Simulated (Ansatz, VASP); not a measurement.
Cu: VASP beside Ansatz

INCAR

```
PREC = Accurate
ENCUT = 600
EDIFF = 1E-6
ISMEAR = 0
SIGMA = 0.15
LREAL = F
LASPH = T
NELM = 120
ALGO = Normal
ISIF = 2
LWAVE = F
LCHARG = F
GGA = PS
NBANDS = 18
GGA_COMPAT = F
```

KPOINTS

```
Automatic mesh
0
Gamma
  18 18 8
```

The input POSCAR:

```
Cu
1.0
    2.5205910273      0.0000000000      0.0000000000
   -1.2602955137      2.1828958622      0.0000000000
    0.0000000000      0.0000000000      4.1165232714
Cu
2
Direct
    0.3236833166      0.6607689953      0.2369479298
    0.6763166834      0.3392310047      0.7630520702
```

Input for Ansatz:

```yaml
crystal:
  lattice:
    - [2.5205910273, 0.0, 0.0]
    - [-1.2602955137, 2.1828958622, 0.0]
    - [0.0, 0.0, 4.1165232714]
  atoms:
    - { symbol: Cu, position: [0.3236833166, 0.6607689953, 0.2369479298] }
    - { symbol: Cu, position: [0.6763166834, 0.3392310047, 0.7630520702] }
basis:
  ecutwfc: 420
kpoints:
  mp_grid: { grid: [18, 18, 8] }
hamiltonian:
  xc: pbesol
scf:
  occupations: { method: gaussian, width: 0.15 }
output:
  forces: true
  stress: true
  eigenvalues: true
```

Change from the starting cell: all atoms moved at random, sigma 0.05 Å a component.

Alike in both runs: task single point; functional PBEsol; k mesh 18 × 18 × 8; occupations gaussian, width 0.15 eV; no spin polarisation.

|  | VASP | Ansatz |
| --- | --- | --- |
| version | VASP 6.6.1 | Ansatz 0.2.0 |
| potentials or method | VASP PAW PBE potentials, release 64 (Cu), cutoff 600 eV | scalar-relativistic, plane waves, PAW |
| valence electrons in the cell | 22 | 38 |

```tsv
	VASP	Ansatz	Ansatz less VASP
gap on the k mesh at the Fermi level (eV)	none	none	-
pressure (GPa)	2.1	1.3	-0.79
traceless stress, the component that is largest in VASP (GPa)	-0.74	-0.75	-0.013
rms of the force components (eV/Å)	0.508	0.507	-0.0012
```

VASP's potentials were made for PBE, not for PBEsol. Atom by atom the forces differ by 0.001 eV/Å (rms over components). A gap of «none» marks a metal or a gap that the smearing closes. The functional is the same, so the differences come from potentials, cutoffs and numerics. VASP's potentials hold 22 valence electrons a cell and Ansatz's 38, so a difference there can come from the potentials and not from the codes.
